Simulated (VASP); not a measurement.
A run of VASP 6.6.1 is set up as follows.

Contents of INCAR:

```
PREC     = Accurate       # precision mode
ENCUT    = 520            # plane-wave cutoff, eV
EDIFF    = 1E-6           # SCF threshold, eV
ISMEAR   = 1              # smearing method
SIGMA    = 0.1            # smearing width, eV
LREAL    = False          # projectors in reciprocal space
LASPH    = True           # aspherical terms in the spheres
NELM     = 60             # most SCF steps
ALGO     = Normal         # electronic algorithm
ISIF     = 2              # what is computed and relaxed
LWAVE    = False          # write WAVECAR
LCHARG   = True           # write CHGCAR
LELF     = True           # ELF
LVHAR    = True         
NBANDS   = 36             # bands
```

File KPOINTS:

```
Automatic mesh
0
Gamma
  10 10 3
```

File POSCAR:

```
NbRu3
1.0
    2.7842795362      0.0000000000      0.0000000000
   -1.3921397681      2.4112573543      0.0000000000
    0.0000000000      0.0000000000      9.0432116286
Nb Ru
1 3
Direct
    0.0000000000      0.0000000000      0.5000000000
    0.0000000000      0.0000000000      0.0000000000
    0.3333333333      0.6666666667      0.7649060000
    0.3333333333      0.6666666667      0.2350940000
```

Potentials or basis: VASP PAW LDA potentials, release 64 (Nb_sv, Ru_pv).

The run is started by

```bash
$ cat potpaw_LDA.64/Nb_sv/POTCAR potpaw_LDA.64/Ru_pv/POTCAR > POTCAR
$ mpirun -np 1 vasp_std > vasp.out
```

Predict the largest force.

0.406 eV/Å.

Predict the band gap on the k mesh.

zero (an odd number of electrons rules out a gap without spin polarisation).

What does it give for the pressure?

-19.0 GPa.

Forces on the atoms (eV/Å):
```
Nb   0.000  0.000  0.000
Ru   0.000  0.000  0.000
Ru   0.000  0.000  0.406
Ru   0.000  0.000 -0.406
```

Caveat: the cell stands under tension.
